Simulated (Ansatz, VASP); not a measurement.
Two plane-wave programs on Cd

```
Cd
1.0
    -1.79999    1.79999    1.79999
     1.79999   -1.79999    1.79999
     1.79999    1.79999   -1.79999
Cd
1
Cartesian
  0.0000 0.0000 0.0000
```

Alike in both runs: functional PBE; k mesh 16 × 16 × 16; occupations gaussian, width 0.1 eV; no spin polarisation.

Ansatz relaxed the structure, and its values are those at the end. VASP's run is a single point on that final structure, the one shown.

|  | VASP | Ansatz |
| --- | --- | --- |
| version | VASP 6.6.1 | Ansatz 0.2.0 |
| potentials or method | VASP PAW PBE potentials, release 64 (Cd), cutoff 520 eV | scalar-relativistic, plane waves, PAW |
| valence electrons in the cell | 12 | 20 |

Ansatz gave:

| Property | Result |
| --- | --- |
| gap on the k mesh at the Fermi level (eV) | none |
| pressure (GPa) | 0.0 |

Q: Estimate VASP's values.

A: gap on the k mesh at the Fermi level (eV): none; pressure (GPa): 0.2.

A gap of «none» marks a metal or a gap that the smearing closes. VASP's potentials hold 12 valence electrons a cell and Ansatz's 20, so a difference there can come from the potentials and not from the codes.
